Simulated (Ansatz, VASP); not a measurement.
# TiAl3F: VASP beside Ansatz

File INCAR:

```
  PREC = Accurate
  ENCUT = 600
  EDIFF = 1E-7
  ISMEAR = 0
  SIGMA = 0.1
  LREAL = False
  LASPH = True
  NELM = 100
  ALGO = Normal
  ISIF = 3
  LWAVE = False
  LCHARG = False
  GGA = PE
  IBRION = 2
  NSW = 100
  EDIFFG = -0.01
```

Contents of KPOINTS:

```
Automatic mesh
0
Gamma
  10 10 10
```

The input POSCAR:

```
TiAl3F
1.0
    4.2593809657      0.0000000000      0.0000000000
    0.0000000000      4.2593809657      0.0000000000
    0.0000000000      0.0000000000      4.2593809657
Ti Al F
1 3 1
Direct
    0.0000000000      0.0000000000      0.0000000000
    0.0000000000      0.5000000000      0.5000000000
    0.5000000000      0.0000000000      0.5000000000
    0.5000000000      0.5000000000      0.0000000000
    0.5000000000      0.5000000000      0.5000000000
```

Input for Ansatz:

```yaml
crystal:
  lattice:
    - [4.2593809657, 0.0, 0.0]
    - [0.0, 4.2593809657, 0.0]
    - [0.0, 0.0, 4.2593809657]
  atoms:
    - { symbol: Ti, position: [0.0, 0.0, 0.0] }
    - { symbol: Al, position: [0.0, 0.5, 0.5] }
    - { symbol: Al, position: [0.5, 0.0, 0.5] }
    - { symbol: Al, position: [0.5, 0.5, 0.0] }
    - { symbol: F, position: [0.5, 0.5, 0.5] }
basis:
  ecutwfc: 420
kpoints:
  mp_grid: { grid: [10, 10, 10] }
hamiltonian:
  xc: pbe
scf:
  occupations: { method: gaussian, width: 0.1 }
output:
  forces: true
  stress: true
  eigenvalues: true
relax:
  adjacent_minimum: "off"
  f_tol: 0.01
  max_steps: 80
  cell: { stress_tol: 0.05 }
```

Change from the starting cell: species swapped into the LuBRh3 type (Pm-3m, No. 221).

Alike in both runs: task relaxation of cell and atoms; functional PBE; k mesh 10 × 10 × 10; occupations gaussian, width 0.1 eV; no spin polarisation.

|  | VASP | Ansatz |
| --- | --- | --- |
| version | VASP 6.6.1 | Ansatz 0.2.0 |
| potentials or method | VASP PAW PBE potentials, release 64 (Ti_sv, Al, F), cutoff 600 eV | scalar-relativistic, plane waves, PAW |
| valence electrons in the cell | 28 | 28 |

Ansatz gave:

```
gap on the k mesh at the Fermi level, each at its own relaxed structure (eV) : none
relaxed volume (Å³/atom)                                                     : 15.35
relaxed length of the cell vector where the two differ most in proportion (Å)              : 4.250
```

**Question.** Which values does VASP return?

**Answer.** gap on the k mesh at the Fermi level, each at its own relaxed structure (eV): none; relaxed volume (Å³/atom): 15.31; relaxed length of the cell vector where the two differ most in proportion (Å): 4.246.

A gap of «none» marks a metal or a gap that the smearing closes.
